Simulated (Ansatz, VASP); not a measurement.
One calculation of BaF2, two programs

The input INCAR:

```
PREC = Accurate
ENCUT = 600
EDIFF = 1E-6
ISMEAR = 0
SIGMA = 0.02
LREAL = F
LASPH = T
NELM = 120
ALGO = Normal
ISIF = 2
LWAVE = F
LCHARG = F
GGA = PE
NBANDS = 19
GGA_COMPAT = F
```

Contents of KPOINTS:

```
Automatic mesh
0
Gamma
  6 6 6
```

File POSCAR:

```
BaF2
1.0
    0.0000000000      2.9927217578      2.9927217578
    2.9927217578      0.0000000000      2.9927217578
    2.9927217578      2.9927217578      0.0000000000
Ba F
1 2
Direct
    0.0000000000      0.0000000000      0.0000000000
    0.2500000000      0.2500000000      0.2500000000
    0.7500000000      0.7500000000      0.7500000000
```

Input for Ansatz:

```yaml
crystal:
  lattice:
    - [0.0, 2.9927217578, 2.9927217578]
    - [2.9927217578, 0.0, 2.9927217578]
    - [2.9927217578, 2.9927217578, 0.0]
  atoms:
    - { symbol: Ba, position: [0.0, 0.0, 0.0] }
    - { symbol: F, position: [0.25, 0.25, 0.25] }
    - { symbol: F, position: [0.75, 0.75, 0.75] }
basis:
  ecutwfc: 420
kpoints:
  mp_grid: { grid: [6, 6, 6] }
hamiltonian:
  xc: pbe
scf:
  occupations: { method: gaussian, width: 0.02 }
output:
  forces: true
  stress: true
  eigenvalues: true
```

Alike in both runs: task single point; functional PBE; k mesh 6 × 6 × 6; occupations gaussian, width 0.02 eV; no spin polarisation.

```csv
,VASP,Ansatz
version,VASP 6.6.1,Ansatz 0.2.0
potentials or method,"VASP PAW PBE potentials, release 64 (Ba_sv, F), cutoff 600 eV","scalar-relativistic, plane waves, PAW"
valence electrons in the cell,24,24
```

```csv
,VASP,Ansatz,Ansatz less VASP
gap on the k mesh at the Fermi level (eV),7.25,7.33,+0.082
least direct gap on the mesh (eV),7.37,7.48,+0.107
pressure (GPa),11.1,9.4,-1.69
```

Spin-orbit coupling is off throughout.
